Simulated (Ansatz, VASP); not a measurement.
This is a calculation of MnSi for Ansatz 0.2.0.

File input.yaml:

```yaml
crystal:
  lattice:
    - [2.9673809803, 0.0, 0.0]
    - [0.0, 2.9673809803, 0.0]
    - [0.0, 0.0, 2.9673809803]
  atoms:
    - { symbol: Mn, position: [0.5, 0.5, 0.5], spin: 4.0 }
    - { symbol: Si, position: [0.0, 0.0, 0.0] }
kpoints:
  mp_grid: { grid: [9, 9, 9] }
scf:
  occupations: { method: fermi_dirac, width: 0.05 }
hamiltonian:
  xc: pbe
  pseudopotentials: { kind: all_electron, lapw: { basis_error: 0.0005 } }
magnetization:
  spin_polarized: true
output:
  forces: true
  stress: true
  eigenvalues: true
```

Potentials or basis: all-electron LAPW, scalar-relativistic.

Command:

```sh
$ ansatz run input.yaml --threads 2 --pin off --max-ram 6144MiB --backend cpu --events-out ev --progress --plain --runs-dir out
```

**Question.** Set up the same calculation for VASP 6.6.1. Potentials there: VASP PAW PBE potentials, release 64 (Mn_pv, Si).

**Answer.** As run (the cutoff follows the program's own potentials):

File INCAR:

```
SYSTEM = MnSi
ALGO = Normal
EDIFF = 1E-6
ENCUT = 520
GGA = PE
ISIF = 2
ISMEAR = -1
ISPIN = 2
LASPH = .TRUE.
LCHARG = .FALSE.
LMAXMIX = 4
LORBIT = 11
LREAL = .FALSE.
LWAVE = .FALSE.
MAGMOM = 4 0
NBANDS = 20
NELM = 150
PREC = Accurate
SIGMA = 0.05
```

File KPOINTS:

```
k-points
0
G
  9 9 9
  0 0 0
```

POSCAR

```
MnSi
1.0
    2.9673809803      0.0000000000      0.0000000000
    0.0000000000      2.9673809803      0.0000000000
    0.0000000000      0.0000000000      2.9673809803
Mn Si
1 1
Direct
    0.5000000000      0.5000000000      0.5000000000
    0.0000000000      0.0000000000      0.0000000000
```

Potentials or basis: VASP PAW PBE potentials, release 64 (Mn_pv, Si).

Command:

```bash
$ cat potpaw_PBE.64/Mn_pv/POTCAR potpaw_PBE.64/Si/POTCAR > POTCAR
$ mpirun -np 1 vasp_std > vasp.out
```

Both were run:

|  | VASP | Ansatz | Ansatz less VASP |
| --- | --- | --- | --- |
| gap on the k mesh at the Fermi level (eV) | none | none | - |
| pressure (GPa) | -24.3 | -24.2 | +0.06 |
| net moment per atom (μB) | 0.43 | 0.43 | +0.001 |
| size of the moment on the site where the two differ most (μB) | 0.94 | 0.96 | +0.023 |

Site moments also hang on the region over which each program counts them. A gap of «none» marks a metal or a gap that the smearing closes. Ansatz ran all-electron here, and VASP with PAW potentials.
